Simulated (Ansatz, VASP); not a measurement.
**MgS in VASP and in Ansatz**

```
Mg S
1.0
    -0.13051    2.81360    2.81360
     2.81360   -0.13051    2.81360
     2.81360    2.81360   -0.13051
Mg S
1 1
Direct
  0.99585 0.99585 0.99585
  0.25415 0.25415 0.25415
```

Change from the starting cell: epitaxial_111 strain +4.0%.

Alike in both runs: task single point; functional HSE06; k mesh 6 × 6 × 6; no spin polarisation.

|  | VASP | Ansatz |
| --- | --- | --- |
| version | VASP 6.6.1 | Ansatz 0.2.0 |
| potentials or method | VASP PAW PBE potentials, release 64 (Mg, S) | plane waves, PAW |
| plane-wave cutoff (eV) | 520 | 420 |
| occupations | gaussian, width 0.01 eV | fixed |
| valence electrons in the cell | 8 | 16 |

|  | VASP | Ansatz | Ansatz less VASP |
| --- | --- | --- | --- |
| gap on the k mesh at the Fermi level (eV) | 3.96 | 3.98 | +0.019 |
| pressure (GPa) | -2.9 | -2.7 | +0.17 |
| traceless stress, the component that is largest in VASP (GPa) | 1.35 | 1.35 | -0.005 |
| rms of the force components (eV/Å) | 0.004 | 0.003 | -0.0015 |

Atom by atom the forces differ by 0.002 eV/Å (rms over components). VASP's potentials hold 8 valence electrons a cell and Ansatz's 16, so a difference there can come from the potentials and not from the codes. Ansatz's warnings: stress exchange threshold loose, stress scf threshold loose.
